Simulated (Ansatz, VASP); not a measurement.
## One calculation of Al, two programs

File INCAR:

```
ALGO = Normal
EDIFF = 1E-6
ENCUT = 500
GGA = CA
GGA_COMPAT = False
ISIF = 2
ISMEAR = 0
LASPH = True
LCHARG = False
LREAL = False
LWAVE = False
NBANDS = 8
NELM = 120
PREC = Accurate
SIGMA = 0.1
```

File KPOINTS:

```
k-points
0
Gamma
  18 18 18
```

POSCAR

```
Al
1.0
    0.0000000000      2.0308629571      2.0308629571
    2.0308629571      0.0000000000      2.0308629571
    2.0308629571      2.0308629571      0.0000000000
Al
1
Direct
    0.0000000000      0.0000000000      0.0000000000
```

Input for Ansatz:

```yaml
crystal:
  lattice:
    - [0.0, 2.0308629571, 2.0308629571]
    - [2.0308629571, 0.0, 2.0308629571]
    - [2.0308629571, 2.0308629571, 0.0]
  atoms:
    - { symbol: Al, position: [0.0, 0.0, 0.0] }
basis:
  ecutwfc: 420
kpoints:
  mp_grid: { grid: [18, 18, 18] }
hamiltonian:
  xc: lda
  pseudopotentials: { kind: paw }
scf:
  occupations: { method: gaussian, width: 0.1 }
output:
  forces: true
  stress: true
  eigenvalues: true
  write_density: true
  write_potential: true
  elf: true
  volumetric_format: npy
```

Alike in both runs: task single point; functional LDA; k mesh 18 × 18 × 18; occupations gaussian, width 0.1 eV; no spin polarisation.

```csv
,VASP,Ansatz
version,VASP 6.6.1,Ansatz 0.2.0
potentials or method,"VASP PAW LDA potentials, release 64 (Al), cutoff 500 eV","scalar-relativistic, plane waves, PAW"
valence electrons in the cell,3,3
```

```csv
,VASP,Ansatz,Ansatz less VASP
gap on the k mesh at the Fermi level (eV),none,none,-
pressure (GPa),-4.2,-4.2,-0.04
```

LDA's correlation is that of Perdew and Zunger in VASP and of Perdew and Wang (1992) in Ansatz. A gap of «none» marks a metal or a gap that the smearing closes.
